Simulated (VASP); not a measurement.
# SiC (P6_3mc) in VASP: elastic constants with PBEsol

Aim: the elastic constants of SiC with PBEsol.

Program: VASP 6.6.1. These are calculated values, not measurements. Logs are shortened: lines on timing, memory, paths and dates and some standing lists are left out, and cuts for length are marked.

### Step 1. The cell of the first run

The structure is hexagonal, space group P6_3mc (No. 186). The conventional cell has a = 3.076 Å, b = 3.076 Å, c = 5.048 Å, α = 90.00°, β = 90.00°, γ = 120.00°. Si (site symmetry 3m) has 4 C at 1.88 to 1.90 Å within 2.5 Å. Within 2.5 Å of C (site symmetry 3m) lie 4 Si at 1.88 to 1.90 Å.

### Step 2. Elastic constants, PBEsol

Input file INCAR:

```
PREC     = Accurate       # precision mode
ENCUT    = 600            # plane-wave cutoff, eV
EDIFF    = 1E-8           # SCF threshold, eV
ISMEAR   = 0              # smearing method
SIGMA    = 0.01           # smearing width, eV
LREAL    = False          # projectors in reciprocal space
LASPH    = True           # aspherical terms in the spheres
NELM     = 60             # most SCF steps
ALGO     = Normal         # electronic algorithm
ISIF     = 3              # what is computed and relaxed
LWAVE    = False          # write WAVECAR
LCHARG   = False          # write CHGCAR
GGA      = PS             # functional
IBRION   = 6              # ionic algorithm
NFREE    = 2            
POTIM    = 0.015          # step
NSW      = 1              # ionic steps
```

Input file KPOINTS:

```
Automatic mesh
0
Gamma
  8 8 6
```

Input file POSCAR:

```
SiC
1.0
    3.0757719568      0.0000000000      0.0000000000
   -1.5378859784      2.6636966508      0.0000000000
    0.0000000000      0.0000000000      5.0475313053
Si C
2 2
Direct
    0.3333333333      0.6666666667      0.0045931152
    0.6666666667      0.3333333333      0.5045931152
    0.3333333333      0.6666666667      0.3804068848
    0.6666666667      0.3333333333      0.8804068848
```

Potentials or basis: VASP PAW PBE potentials, release 64 (Si, C).

Launch:

```
$ cat potpaw_PBE.64/Si/POTCAR potpaw_PBE.64/C/POTCAR > POTCAR
$ mpirun -np 1 vasp_std > vasp.out
```

OUTCAR:

```text
PREC = Accurate
   ENCUT = 600
   EDIFF = 1E-8
   ISMEAR = 0
   LREAL = False
   LASPH = True
   NELM = 60
   ISIF = 3
   GGA = PS
   IBRION = 6
   NFREE = 2
   POTIM = 0.015
   NSW = 1

 ion  position               nearest neighbor table
   1  0.333  0.667  0.005-   4 1.88   4 1.88   4 1.88   3 1.90   2 3.09   2 3.09   2 3.09   2 3.09
                             2 3.09   2 3.09
   2  0.667  0.333  0.505-   3 1.88   3 1.88   3 1.88   4 1.90   1 3.09   1 3.09   1 3.09   1 3.09
                             1 3.09   1 3.09
   3  0.333  0.667  0.380-   2 1.88   2 1.88   2 1.88   1 1.90
   4  0.667  0.333  0.880-   1 1.88   1 1.88   1 1.88   2 1.90

  LATTYP: Found a hexagonal cell.
 ALAT       =     3.0757719568
 C/A-ratio  =     1.6410616184

  Lattice vectors:

 A1 = (   3.0757719568,   0.0000000000,   0.0000000000)
 A2 = (  -1.5378859784,   2.6636966508,   0.0000000000)
 A3 = (   0.0000000000,   0.0000000000,   5.0475313053)

Analysis of symmetry for initial positions (statically):
=====================================================================
 Subroutine PRICEL returns:
 Original cell was already a primitive cell.

 Routine SETGRP: Setting up the symmetry group for a
 hexagonal supercell.

 Subroutine GETGRP returns: Found 12 space group operations
 (whereof  6 operations were pure point group operations)
 out of a pool of 24 trial point group operations.

The static configuration has the point symmetry C_3v.
 The point group associated with its full space group is C_6v.

Analysis of symmetry for dynamics (positions and initial velocities):
=====================================================================
 Subroutine PRICEL returns:
 Original cell was already a primitive cell.

 Routine SETGRP: Setting up the symmetry group for a
 hexagonal supercell.

 Subroutine GETGRP returns: Found 12 space group operations
 (whereof  6 operations were pure point group operations)
 out of a pool of 24 trial point group operations.

The dynamic configuration has the point symmetry C_3v.
 The point group associated with its full space group is C_6v.

 Subroutine INISYM returns: Found 12 space group operations
 (whereof  6 operations are pure point group operations),
 and found     1 'primitive' translations

----------------------------------------------------------------------------------------

                                     Primitive cell

  volume of cell :      41.3540

  direct lattice vectors                    reciprocal lattice vectors
     3.075771957  0.000000000  0.000000000     0.325121633  0.187709062  0.000000000
    -1.537885978  2.663696651  0.000000000     0.000000000  0.375418124  0.000000000
     0.000000000  0.000000000  5.047531305     0.000000000  0.000000000  0.198116651

  length of vectors
     3.075771957  3.075771957  5.047531305     0.375418124  0.375418124  0.198116651

  position of ions in fractional coordinates (direct lattice)
     0.333333333  0.666666667  0.004593115
     0.666666667  0.333333333  0.504593115
     0.333333333  0.666666667  0.380406885
     0.666666667  0.333333333  0.880406885

  ion indices of the primitive-cell ions
   primitive index   ion index
                 1           1
                 2           2
                 3           3
                 4           4

----------------------------------------------------------------------------------------

 KPOINTS: Automatic mesh

Automatic generation of k-mesh.
 Grid dimensions read from file:
 generate k-points for:    8    8    6

 Generating k-lattice:

  Cartesian coordinates                     Fractional coordinates (reciprocal lattice)
     0.040640204  0.023463633  0.000000000     0.125000000 -0.000000000  0.000000000
     0.000000000  0.046927266  0.000000000     0.000000000  0.125000000  0.000000000
     0.000000000  0.000000000  0.033019442     0.000000000  0.000000000  0.166666667

  Length of vectors
     0.046927266  0.046927266  0.033019442

[... 84 lines left out ...]
 finite differences with symmetry
 non-spin polarized calculation
 Gauss-broadening in eV      SIGMA  =   0.01
  energy-cutoff  :      600.00
  volume of cell :       41.35
 maximum number of plane-waves:      1392
 NGX is ok and might be reduce to    28
   NGX = 13   NGY = 13   NGZ = 21

--------------------------------------- Ionic step        1  -------------------------------------------

 number of electron      16.0000000 magnetization

 Free energy of the ion-electron system (eV)
  ---------------------------------------------------
  ext. energy  EPLUGINS =         0.00000000
  ---------------------------------------------------
  free energy    TOTEN  =       -31.82316540 eV

  energy without entropy =      -31.82316540  energy(sigma->0) =      -31.82316540

------------------------ aborting loop because EDIFF is reached ----------------------------------------

  FORCE on cell =-STRESS in cart. coord.  units (eV):
  Direction    XX          YY          ZZ          XY          YZ          ZX
  --------------------------------------------------------------------------------------
  -------------------------------------------------------------------------------------
  Total        0.0692629      0.0692629      0.0612160      0.0000000      0.0000000     -0.0000000
  in kB        2.6834503      2.6834503      2.3716878      0.0000000      0.0000000     -0.0000000
  external PRESSURE =       2.5795295 kB  Pullay stress =       0.0000000 kB
[... 95 lines left out ...]
  FREE ENERGIE OF THE ION-ELECTRON SYSTEM (eV)
  ---------------------------------------------------
  free  energy   TOTEN  =       -31.8055029739 eV

  energy  without entropy=      -31.8055029739  energy(sigma->0) =      -31.80550297

[... ionic steps 4 to 18 ...]

--------------------------------------- Ionic step       19  -------------------------------------------

 number of electron      16.0000000 magnetization

------------------------ aborting loop because EDIFF is reached ----------------------------------------
[... 71 lines left out ...]
--------------------------------------- Ionic step       21  -------------------------------------------

 number of electron      16.0000000 magnetization

 Free energy of the ion-electron system (eV)
  ---------------------------------------------------
  ext. energy  EPLUGINS =         0.00000000
  ---------------------------------------------------
  free energy    TOTEN  =       -31.82040669 eV

  energy without entropy =      -31.82040669  energy(sigma->0) =      -31.82040669

 E-fermi :   8.3467     XC(G=0): -11.5003

 val. band max:        8.2314860823   @ k =   0.0000   0.0000   0.0000
 cond. band min:      10.5505726285   @ k =   0.3750   0.2500   0.0000
 fundamental gap:      2.3190865462
 Fermi energy:         8.3467060774

 k-point     1 :       0.0000    0.0000    0.0000
  band No.  band energies     occupation
      1      -7.3802      2.00000
      2      -3.7640      2.00000
      3      -0.5785      2.00000
      4       6.9022      2.00000
      5       6.9022      2.00000
      6       8.0552      2.00000
      7       8.2315      2.00000
      8       8.2315      2.00000
      9      12.9576      0.00000
     10      14.3661      0.00000
     11      14.8083      0.00000
     12      14.8083      0.00000
[... 331 lines left out ...]
 k-point    24 :       0.3750    0.0000    0.3333
  band No.  band energies     occupation
      1      -4.5780      2.00000
      2      -3.2549      2.00000
      3       0.6019      2.00000
      4       1.8673      2.00000
      5       4.1312      2.00000
      6       5.4954      2.00000
      7       6.3951      2.00000
      8       6.5116      2.00000
      9      11.2348      0.00000
     10      12.0692      0.00000
     11      13.8652      0.00000
     12      15.4280      0.00000

 [... further k-points ...]
[... 5 lines left out ...]
  --------------------------------------------------------------------------------------
  -------------------------------------------------------------------------------------
  Total       -0.0081322     -0.0081322      0.2207371      0.0000000      0.0000000      0.0000000
  in kB       -0.3150660     -0.3150660      8.5520063      0.0000000      0.0000000      0.0000000
  external PRESSURE =       2.6406248 kB  Pullay stress =       0.0000000 kB
[... 19 lines left out ...]
  FREE ENERGIE OF THE ION-ELECTRON SYSTEM (eV)
  ---------------------------------------------------
  free  energy   TOTEN  =       -31.8204066855 eV

  energy  without entropy=      -31.8204066855  energy(sigma->0) =      -31.82040669

 INTERNAL STRAIN TENSORS FROM STRAINED CELLS
 ============================================

 INTERNAL STRAIN TENSOR FOR ION    1 for displacements in x,y,z  (eV/Angst):
          X           Y           Z          XY          YZ          ZX
  --------------------------------------------------------------------------------
  x     0.00000     0.00000    -0.00000    -8.06825     0.00000    -6.03496
  y    -8.09528     8.12353     0.00000    -0.00004    -6.03042    -0.00001
  z    -5.26250    -5.26959    10.04157     0.00031    -0.00306    -0.00002

 INTERNAL STRAIN TENSORS FROM DISPLACED ATOMS
 ============================================

 INTERNAL STRAIN TENSOR FOR ION    1 for displacements in x,y,z  (eV/Angst):
          X           Y           Z          XY          YZ          ZX
  --------------------------------------------------------------------------------
  x     0.00000     0.00000    -0.00000    -8.08407    -0.00000    -6.04315
  y    -8.08407     8.08407     0.00000     0.00000    -6.04315     0.00000
  z    -5.24784    -5.24784     9.98306     0.00000    -0.00000     0.00000

 INTERNAL STRAIN TENSOR FOR ION    4 for displacements in x,y,z  (eV/Angst):
          X           Y           Z          XY          YZ          ZX
  --------------------------------------------------------------------------------
  x     0.00000     0.00000     0.00000     9.75017     0.00000     6.04260
  y     9.75017    -9.75017     0.00000     0.00000     6.04260     0.00000
  z     5.25061     5.25061    -9.98522     0.00000     0.00000     0.00000

 Eigenvectors and eigenvalues of the dynamical matrix
 ----------------------------------------------------

   1 f  =   24.797034 THz   155.804362 2PiTHz  827.140032 cm-1   102.552248 meV
             X         Y         Z           dx          dy          dz
     -0.000000  1.775798  0.023184     0.000000    0.000000   -0.003992
      1.537886  0.887899  2.546950     0.000000    0.000000    0.003992
     -0.000000  1.775798  1.920116    -0.000000   -0.000000   -0.707096
      1.537886  0.887899  4.443881    -0.000000   -0.000000    0.707096
[... 71 lines left out ...]
  12 f/i=    0.000788 THz     0.004950 2PiTHz    0.026280 cm-1     0.003258 meV
             X         Y         Z           dx          dy          dz
     -0.000000  1.775798  0.023184     0.000000   -0.000000    0.591782
      1.537886  0.887899  2.546950     0.000000   -0.000000    0.591782
     -0.000000  1.775798  1.920116     0.000000   -0.000000    0.387032
      1.537886  0.887899  4.443881     0.000000   -0.000000    0.387032

--------------------------------------------------------------------------------------------------------

 ELASTIC MODULI CONTR FROM IONIC RELAXATION (kBar)
 Direction    XX          YY          ZZ          XY          YZ          ZX
 --------------------------------------------------------------------------------
 XX        -499.8289    262.2508    225.9392      0.0000     -0.0000      0.0000
 YY         262.2508   -499.8289    225.9392     -0.0000      0.0000     -0.0000
 ZZ         225.9392    225.9392   -429.7410     -0.0000      0.0000     -0.0000
 XY           0.0000     -0.0000     -0.0000   -381.0399     -0.0000      0.0000
 YZ          -0.0000      0.0000      0.0000     -0.0000   -145.9951      0.0000
 ZX           0.0000     -0.0000     -0.0000      0.0000      0.0000   -145.9951
 --------------------------------------------------------------------------------

 TOTAL ELASTIC MODULI (kBar)
 Direction    XX          YY          ZZ          XY          YZ          ZX
 --------------------------------------------------------------------------------
 XX        5043.0750   1109.0184    564.6711      0.0000     -0.0000      0.0000
 YY        1109.0184   5043.0750    564.6711     -0.0000      0.0000     -0.0000
 ZZ         564.6711    564.6711   5465.4761     -0.0000      0.0000     -0.0000
 XY           0.0000     -0.0000     -0.0000   1967.0283     -0.0000      0.0000
 YZ          -0.0000      0.0000      0.0000     -0.0000   1498.2598      0.0000
 ZX           0.0000     -0.0000     -0.0000      0.0000      0.0000   1498.2598
 --------------------------------------------------------------------------------
```

Run time: 24 min. Hardware: 1 thread of Intel Xeon 8259CL, shared host; peak memory 0.34 GiB.

What came out:

```
Voigt bulk modulus                                      : 223 GPa
Highest phonon frequency at Γ, LO-TO splitting left out : 827 cm⁻¹
```

Phonon frequencies in cm⁻¹ (negative: imaginary):
| q point | frequencies |
| --- | --- |
| (0.000, 0.000, 0.000) | 0 0 0 253 253 591 759 759 762 791 791 827 |

Elastic tensor in Voigt notation (GPa, in the Cartesian axes of the cell as first typed):
```
504 111  56   0   0   0
111 504  56   0   0   0
 56  56 547   0   0   0
  0   0   0 150   0   0
  0   0   0   0 150   0
  0   0   0   0   0 197
```

Clamped-ion elastic tensor (GPa):
```
554  85  34   0   0   0
 85 554  34   0   0   0
 34  34 590   0   0   0
  0   0   0 164   0   0
  0   0   0   0 164   0
  0   0   0   0   0 235
```

Caveat: the PAW data sets were made with another functional, which shifts forces and pressure a little.
